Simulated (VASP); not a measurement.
# BaTiO3 (R3m) in VASP: further runs, part 2 of 2

VASP 6.6.1.

**3. Single point, PBE+U (atoms moved along the polar distortion)**

Input file INCAR:

```
SYSTEM = BaTiO3
ALGO = Normal
EDIFF = 1E-6
ENCUT = 1340
GGA = PE
GGA_COMPAT = .False.
ISIF = 2
ISMEAR = 0
LASPH = .True.
LCHARG = .True.
LDAU = .True.
LDAUJ = 0 0 0
LDAUL = -1 2 -1
LDAUPRINT = 1
LDAUTYPE = 2
LDAUU = 0 4 0
LELF = .True.
LMAXMIX = 4
LREAL = .False.
LVHAR = .True.
LWAVE = .False.
NBANDS = 28
NELM = 200
PREC = Accurate
SIGMA = 0.01
```

Input file KPOINTS:

```
k-points
0
Gamma
  6 6 6
  0 0 0
```

Input file POSCAR:

```
BaTiO3
1.0
    2.8603720851      1.6514365933      2.3460535783
   -2.8603720851      1.6514365933      2.3460535783
    0.0000000000     -3.3028731867      2.3460535783
Ba Ti O
1 1 3
Direct
    0.0026800181      0.0026800181      0.0026800181
    0.5112813660      0.5112813660      0.5112813660
    0.4921763019      0.4921763019      0.9855910257
    0.4921763019      0.9855910257      0.4921763019
    0.9855910257      0.4921763019      0.4921763019
```

Potentials or basis: VASP PAW PBE potentials, release 64 (Ba_sv, Ti_sv, O_h).

Launch:

```bash
> cat potpaw_PBE.64/Ba_sv/POTCAR potpaw_PBE.64/Ti_sv/POTCAR potpaw_PBE.64/O_h/POTCAR > POTCAR
> mpirun -np 1 vasp_std > vasp.out
```

OUTCAR:

```text
SYSTEM = BaTiO3
   EDIFF = 1E-6
   ENCUT = 1340
   GGA = PE
   ISIF = 2
   ISMEAR = 0
   LASPH = .True.
   LREAL = .False.
   NELM = 200
   PREC = Accurate

 ion  position               nearest neighbor table
   1  0.003  0.003  0.003-   3 2.81   4 2.81   5 2.81   3 2.86   3 2.86   5 2.86   4 2.86   4 2.86
                             5 2.86   3 2.93   4 2.93   5 2.93   2 3.46   2 3.49   2 3.49   2 3.49
   2  0.511  0.511  0.511-   4 1.92   5 1.92   3 1.92   4 2.13   5 2.13   3 2.13   1 3.46   1 3.49
                             1 3.49   1 3.49   1 3.53   1 3.53   1 3.53   1 3.58
   3  0.492  0.492  0.986-   2 1.92   2 2.13   1 2.81   1 2.86   1 2.86   1 2.93
   4  0.492  0.986  0.492-   2 1.92   2 2.13   1 2.81   1 2.86   1 2.86   1 2.93
   5  0.986  0.492  0.492-   2 1.92   2 2.13   1 2.81   1 2.86   1 2.86   1 2.93

  LATTYP: Found a trigonal (rhomboedric) cell.
 ALAT       =     4.0512885208
 COS(alpha) =     0.0030148013

  Lattice vectors:

 A1 = (   2.8603720851,   1.6514365933,   2.3460535783)
 A2 = (  -2.8603720851,   1.6514365933,   2.3460535783)
 A3 = (   0.0000000000,  -3.3028731867,   2.3460535783)

Analysis of symmetry for initial positions (statically):
[... 213 lines left out ...]

  energy without entropy =      -37.35267419  energy(sigma->0) =      -37.35267419

 E-fermi :   4.1796     XC(G=0): -11.0697

 val. band max:        4.0010276935   @ k =   0.5000   0.5000   0.5000
 cond. band min:       6.4994121098   @ k =   0.0000   0.0000   0.0000
 fundamental gap:      2.4983844163
 Fermi energy:         4.1796046187

 k-point     1 :       0.0000    0.0000    0.0000
  band No.  band energies     occupation
      1     -53.6673      2.00000
      2     -29.8394      2.00000
      3     -29.8313      2.00000
      4     -29.8313      2.00000
      5     -20.8903      2.00000
      6     -12.8244      2.00000
[... 733 lines left out ...]
     27      11.9882      0.00000
     28      12.4073      0.00000

 [... further k-points ...]
[... 5 lines left out ...]
  --------------------------------------------------------------------------------------
  -------------------------------------------------------------------------------------
  Total        1.1238545      1.1238545      0.8886056      0.0000000     -0.0000000      0.0000000
  in kB       27.0798993     27.0798993     21.4114470      0.0000000     -0.0000000      0.0000000
  external PRESSURE =      25.1904152 kB  Pullay stress =       0.0000000 kB

 VOLUME and BASIS-vectors are now :
 -----------------------------------------------------------------------------
  energy-cutoff  :     1340.00
  volume of cell :       66.49
      direct lattice vectors                 reciprocal lattice vectors
     2.860372085  1.651436593  2.346053578     0.174802433  0.100922232  0.142082575
    -2.860372085  1.651436593  2.346053578    -0.174802433  0.100922232  0.142082575
     0.000000000 -3.302873187  2.346053578     0.000000000 -0.201844464  0.142082575

 POSITION                                       TOTAL-FORCE (eV/Angst)
 -----------------------------------------------------------------------------------
      0.00000     -0.00000      0.01886         0.000000      0.000000     -0.034991
      0.00000     -0.00000      3.59848         0.000000      0.000000     -0.381963
      0.00000     -1.62969      4.62159         0.000000     -0.196281      0.138985
     -1.41135      0.81484      4.62159        -0.169984      0.098140      0.138985
      1.41135      0.81484      4.62159         0.169984      0.098140      0.138985
 -----------------------------------------------------------------------------------
    total drift:                                0.000000      0.000000      0.000665

  FREE ENERGIE OF THE ION-ELECTRON SYSTEM (eV)
  ---------------------------------------------------
  free  energy   TOTEN  =       -37.3526741851 eV

  energy  without entropy=      -37.3526741851  energy(sigma->0) =      -37.35267419
```

Run time: 3.2 min. Hardware: 1 thread of AMD EPYC 9R45 (Zen 5), shared host; peak memory 0.46 GiB.

What came out:

```yaml
Free_energy: -37.3527 eV
Pressure: 2.5 GPa
Largest_force: 0.382 eV/Å
Band_gap_on_the_k_mesh: 2.50 eV (least direct gap 2.85 eV)
```

Forces in eV/Å, atoms in the order of the input:
```
Ba   0.000  0.000 -0.035
Ti   0.000  0.000 -0.382
O    0.000 -0.196  0.139
O   -0.170  0.098  0.139
O    0.170  0.098  0.139
```

Levels at points of the mesh, in eV from the valence-band top:
```tsv
k point	band 18	band 19	band 20	band 21	band 22	band 23
(0.00, 0.00, 0.00)	-0.42	-0.35	-0.35	2.50	2.50	2.57
(0.50, 0.00, 0.00)	-1.59	-0.90	-0.84	2.67	3.91	3.97
(0.50, 0.50, 0.00)	-0.91	-0.88	-0.09	3.97	3.97	4.34
(0.50, 0.50, 0.50)	-0.01	-0.01	0.00	4.49	4.57	4.57
```

Eigenvalues of the final occupation matrices:
| site | spin | trace | eigenvalues |
| --- | --- | --- | --- |
| site 2 d | 1 | 0.80 | 0.11 0.11 0.11 0.24 0.24 |
| site 2 d | 2 | 0.80 | 0.11 0.11 0.11 0.24 0.24 |

Caveat: the cell differs from its parent crystal (atoms moved along the polar distortion); spin-orbit coupling is left out, which moves the levels of the heavy elements. A k mesh can miss the band edges.

**4. Single point, PBE+U (atoms moved along the polar distortion)**

Input file INCAR:

```
SYSTEM = BaTiO3
PREC     = Accurate       ! precision mode
ENCUT    = 1340           ! plane-wave cutoff, eV
EDIFF    = 1E-6           ! SCF threshold, eV
ISMEAR   = 0              ! smearing method
SIGMA    = 0.01           ! smearing width, eV
LREAL    = .False.        ! projectors in reciprocal space
LASPH    = .True.         ! aspherical terms in the spheres
NELM     = 200            ! most SCF steps
ALGO     = Normal         ! electronic algorithm
ISIF     = 2              ! what is computed and relaxed
LWAVE    = .False.        ! write WAVECAR
LCHARG   = .True.         ! write CHGCAR
LMAXMIX  = 4              ! l up to which the mixer works
LDAU     = .True.         ! DFT+U
LDAUTYPE = 2            
LDAUL    = -1 2 -1        ! shell
LDAUU    = 0 4 0          ! U, eV
LDAUJ    = 0 0 0        
LDAUPRINT= 1            
GGA      = PE             ! functional
LELF     = .True.         ! ELF
LVHAR    = .True.       
NBANDS   = 28             ! bands
GGA_COMPAT= .False.
```

Input file KPOINTS:

```
Automatic mesh
0
Gamma
  6 6 6
  0 0 0
```

Input file POSCAR:

```
BaTiO3
1.0
    2.8603720851      1.6514365933      2.3460535783
   -2.8603720851      1.6514365933      2.3460535783
    0.0000000000     -3.3028731867      2.3460535783
Ba Ti O
1 1 3
Direct
    0.0026800181      0.0026800181      0.0026800181
    0.5082455961      0.5082455961      0.5082455961
    0.4958834958      0.4958834958      0.9916224348
    0.4958834958      0.9916224348      0.4958834958
    0.9916224348      0.4958834958      0.4958834958
```

Launch:

```bash
> cat potpaw_PBE.64/Ba_sv/POTCAR potpaw_PBE.64/Ti_sv/POTCAR potpaw_PBE.64/O_h/POTCAR > POTCAR
> mpirun -np 1 vasp_std > vasp.out
```

Wall time 4.6 min (1 thread of Intel Xeon Platinum 8259CL at 2.50GHz (Skylake/Cascade Lake), shared host); peak memory 0.49 GiB.

Results (log left out):

```
Free energy            : -37.3694 eV
Pressure               : 1.4 GPa
Largest force          : 0.130 eV/Å
Band gap on the k mesh : 2.29 eV (least direct gap 2.56 eV)
```

Forces in eV/Å, atoms in the order of the input:
```
Ba   0.000  0.000 -0.022
Ti   0.000  0.000 -0.130
O    0.000 -0.082  0.051
O   -0.071  0.041  0.051
O    0.071  0.041  0.051
```

Stress tensor (GPa, compression positive):
```
1.63 0.00 0.00
0.00 1.63 0.00
0.00 0.00 0.80
```

Levels at points of the mesh, in eV from the valence-band top:
| k point | band 17 | band 18 | band 19 | band 20 | band 21 | band 22 | band 23 | band 24 |
| --- | --- | --- | --- | --- | --- | --- | --- | --- |
| (0.00, 0.00, 0.00) | -1.03 | -0.32 | -0.27 | -0.27 | 2.29 | 2.29 | 2.34 | 3.86 |
| (0.50, 0.00, 0.00) | -1.66 | -1.65 | -0.84 | -0.80 | 2.47 | 3.81 | 3.83 | 3.85 |
| (0.50, 0.50, 0.00) | -1.85 | -0.91 | -0.89 | -0.08 | 3.84 | 3.85 | 4.24 | 4.54 |
| (0.50, 0.50, 0.50) | -2.31 | 0.00 | 0.00 | 0.00 | 4.43 | 4.46 | 4.46 | 6.44 |

Eigenvalues of the final occupation matrices:
```tsv
site	spin	trace	eigenvalues
site 2 d	1	0.78	0.10 0.10 0.10 0.23 0.23
site 2 d	2	0.78	0.10 0.10 0.10 0.23 0.23
```

Caveat: the cell differs from its parent crystal (atoms moved along the polar distortion); spin-orbit coupling is left out, which moves the levels of the heavy elements.

**5. Single point, PBE+U (atoms moved along the polar distortion)**

Input file INCAR:

```
SYSTEM = BaTiO3
PREC     = Accurate       ! precision mode
ENCUT    = 1340           ! plane-wave cutoff, eV
EDIFF    = 1E-6           ! SCF threshold, eV
ISMEAR   = 0              ! smearing method
SIGMA    = 0.01           ! smearing width, eV
LREAL    = .FALSE.        ! projectors in reciprocal space
LASPH    = .TRUE.         ! aspherical terms in the spheres
NELM     = 200            ! most SCF steps
ALGO     = Normal         ! electronic algorithm
ISIF     = 2              ! what is computed and relaxed
LWAVE    = .FALSE.        ! write WAVECAR
LCHARG   = .FALSE.        ! write CHGCAR
LMAXMIX  = 4              ! l up to which the mixer works
LDAU     = .TRUE.         ! DFT+U
LDAUTYPE = 2            
LDAUL    = -1 2 -1        ! shell
LDAUU    = 0 4 0          ! U, eV
LDAUJ    = 0 0 0        
LDAUPRINT= 1            
GGA      = PE             ! functional
NBANDS   = 28             ! bands
GGA_COMPAT= .FALSE.
```

Input file KPOINTS:

```
Automatic mesh
0
G
  6 6 6
  0 0 0
```

Input file POSCAR:

```
BaTiO3
1.0
    2.8603720851      1.6514365933      2.3460535783
   -2.8603720851      1.6514365933      2.3460535783
    0.0000000000     -3.3028731867      2.3460535783
Ba Ti O
1 1 3
Direct
    0.0026800181      0.0026800181      0.0026800181
    0.5067277112      0.5067277112      0.5067277112
    0.4977370928      0.4977370928      0.9946381393
    0.4977370928      0.9946381393      0.4977370928
    0.9946381393      0.4977370928      0.4977370928
```

Launch:

```bash
> cat potpaw_PBE.64/Ba_sv/POTCAR potpaw_PBE.64/Ti_sv/POTCAR potpaw_PBE.64/O_h/POTCAR > POTCAR
> mpirun -np 1 vasp_std > vasp.out
```

Wall time 5.8 min (1 thread of AMD EPYC 7R43 (Zen 3), shared host); peak memory 0.45 GiB.

The run converged. Its results:

```
Free energy            : -37.3729 eV
Pressure               : 1.0 GPa
Largest force          : 0.063 eV/Å
Band gap on the k mesh : 2.22 eV (least direct gap 2.46 eV)
```

Forces in eV/Å, atoms in the order of the input:
```
Ba   0.000  0.000 -0.016
Ti   0.000  0.000 -0.063
O    0.000 -0.047  0.026
O   -0.041  0.024  0.026
O    0.041  0.024  0.026
```

Stress tensor (GPa, compression positive):
```
1.32 0.00 0.00
0.00 1.32 0.00
0.00 0.00 0.38
```

Levels at points of the mesh, in eV from the valence-band top:
```
           k point  band 18  band 19  band 20  band 21  band 22  band 23
(0.00, 0.00, 0.00)    -0.28    -0.24    -0.24     2.22     2.22     2.25
(0.50, 0.00, 0.00)    -1.67    -0.82    -0.78     2.39     3.77     3.78
(0.50, 0.50, 0.00)    -0.91    -0.90    -0.08     3.79     3.80     4.20
(0.50, 0.50, 0.50)     0.00     0.00     0.00     4.40     4.41     4.41
```

Eigenvalues of the final occupation matrices:
```csv
site,spin,trace,eigenvalues
site 2 d,1,0.77,0.10 0.10 0.10 0.23 0.23
site 2 d,2,0.77,0.10 0.10 0.10 0.23 0.23
```

Caveat: the cell differs from its parent crystal (atoms moved along the polar distortion); spin-orbit coupling is left out, which moves the levels of the heavy elements. A k mesh can miss the band edges.

**6. Single point, PBE+U (12.50 Å³/atom)**

This run uses another cell than the first one, of 12.50 Å³/atom.

Input file INCAR:

```
ALGO = Normal
EDIFF = 1E-6
ENCUT = 1340
GGA = PE
GGA_COMPAT = False
ISIF = 2
ISMEAR = 0
LASPH = True
LCHARG = True
LDAU = True
LDAUJ = 0 0 0
LDAUL = -1 2 -1
LDAUPRINT = 1
LDAUTYPE = 2
LDAUU = 0 4 0
LELF = True
LMAXMIX = 4
LREAL = False
LVHAR = True
LWAVE = False
NBANDS = 28
NELM = 200
PREC = Accurate
SIGMA = 0.02
```

Input file KPOINTS:

```
k-points
0
Gamma
  6 6 6
```

Input file POSCAR:

```
BaTiO3
1.0
    2.8061815292      1.6201496613      2.2912860928
   -2.8061815292      1.6201496613      2.2912860928
    0.0000000000     -3.2402993225      2.2912860928
Ba Ti O
1 1 3
Direct
   -0.0042192847     -0.0042192847     -0.0042192847
    0.4958508896      0.4958508896      0.4958508896
    0.4956998825      0.4956998825      0.9956686301
    0.4956998825      0.9956686301      0.4956998825
    0.9956686301      0.4956998825      0.4956998825
```

Potentials or basis: VASP PAW PBE potentials, release 64 (Ba_sv, Ti_sv, O_h).

Launch:

```bash
> cat potpaw_PBE.64/Ba_sv/POTCAR potpaw_PBE.64/Ti_sv/POTCAR potpaw_PBE.64/O_h/POTCAR > POTCAR
> mpirun -np 1 vasp_std > vasp.out
```

Wall time 6 min (1 thread of Intel Xeon Platinum 8259CL at 2.50GHz (Skylake/Cascade Lake), shared host); peak memory 0.47 GiB.

Results (log left out):

| Item | Value |
| --- | --- |
| Free energy | -37.2224 eV |
| Pressure | 11.9 GPa |
| Largest force | 0.005 eV/Å |
| Band gap on the k mesh | 2.28 eV (least direct gap 2.44 eV) |

Forces in eV/Å, atoms in the order of the input:
```
Ba   0.000  0.000 -0.001
Ti   0.000  0.000 -0.005
O    0.000 -0.002  0.002
O   -0.002  0.001  0.002
O    0.002  0.001  0.002
```

Levels at points of the mesh, in eV from the valence-band top:
```tsv
k point	band 17	band 18	band 19	band 20	band 21	band 22	band 23	band 24
(0.00, 0.00, 0.00)	-1.15	-0.16	-0.16	-0.16	2.28	2.28	2.28	4.11
(0.50, 0.00, 0.00)	-1.77	-1.77	-0.78	-0.78	2.48	4.06	4.06	4.12
(0.50, 0.50, 0.00)	-1.86	-0.87	-0.87	-0.09	4.08	4.08	4.52	4.96
(0.50, 0.50, 0.50)	-2.30	0.00	0.00	0.00	4.78	4.78	4.78	6.77
```

Eigenvalues of the final occupation matrices:
```
    site  spin  trace               eigenvalues
site 2 d     1   0.80  0.10 0.10 0.10 0.24 0.24
site 2 d     2   0.80  0.10 0.10 0.10 0.24 0.24
```

Caveat: the cell stands under pressure; spin-orbit coupling is left out, which moves the levels of the heavy elements.

**7. Overview**

```tsv
cell	smearing	gap on the mesh (eV)	pressure (GPa)	largest force (eV/Å)
a = 4.010 Å, angles 89.9°, 5 atoms, atomic positions A	gaussian 0.02 eV	2.41	6.9	0.39
a = 4.051 Å, angles 89.8°, 5 atoms, atomic positions B	gaussian 0.01 eV	2.50	2.5	0.38
a = 4.051 Å, angles 89.8°, 5 atoms, atomic positions C	gaussian 0.01 eV	2.29	1.4	0.13
a = 4.051 Å, angles 89.8°, 5 atoms, atomic positions D	gaussian 0.01 eV	2.22	1.0	0.06
a = 3.969 Å, 5 atoms, atomic positions E	gaussian 0.02 eV	2.28	11.9	-
```

Alike in all rows: task single point; level PBE+U; potentials or basis VASP PAW PBE potentials, release 64 (Ba_sv, Ti_sv, O_h); no spin polarisation; Ti d U = 4.0 eV; k mesh 6 × 6 × 6; cutoff (eV) 1340.

Caveats: spin-orbit coupling is left out, which moves the levels of the heavy elements; the cell stands under pressure (at least some runs).

Absolute energies hang on the potentials; compare differences alone.
